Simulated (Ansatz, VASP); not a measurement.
**Two plane-wave programs on CaZr2N2**

```
Ca Zr N
1.0
     3.77922    0.00000    0.00000
     0.00000    3.77922    0.00000
     0.00000    0.00000    5.97458
Ca Zr N
1 2 2
Direct
  0.00000 0.00000 0.46381
  0.50000 0.00000 0.96396
  0.00000 0.50000 0.96396
  0.50000 0.50000 0.73061
  0.50000 0.50000 0.19755
```

Alike in both runs: functional PBE; k mesh 4 × 4 × 4; occupations gaussian, width 0.1 eV; no spin polarisation.

Ansatz relaxed the structure, and its values are those at the end. VASP's run is a single point on that final structure, the one shown.

|  | VASP | Ansatz |
| --- | --- | --- |
| version | VASP 6.6.1 | Ansatz 0.2.0 |
| potentials or method | VASP PAW PBE potentials, release 64 (Ca_sv, Zr_sv, N), cutoff 520 eV | scalar-relativistic, plane waves, PAW |
| valence electrons in the cell | 44 | 44 |

Ansatz gave:

* gap on the k mesh at the Fermi level (eV): none
* pressure (GPa): 0.2
* rms of the force components (eV/Å): 0.002

Task: What did VASP give for the same quantities?

Result: gap on the k mesh at the Fermi level (eV): none; pressure (GPa): 0.3; rms of the force components (eV/Å): 0.008.

A gap of «none» marks a metal or a gap that the smearing closes. With one functional, cell and mesh, what is left measures potentials, basis and numerics.

The k mesh is coarse, so the values compare programs but aren't converged.
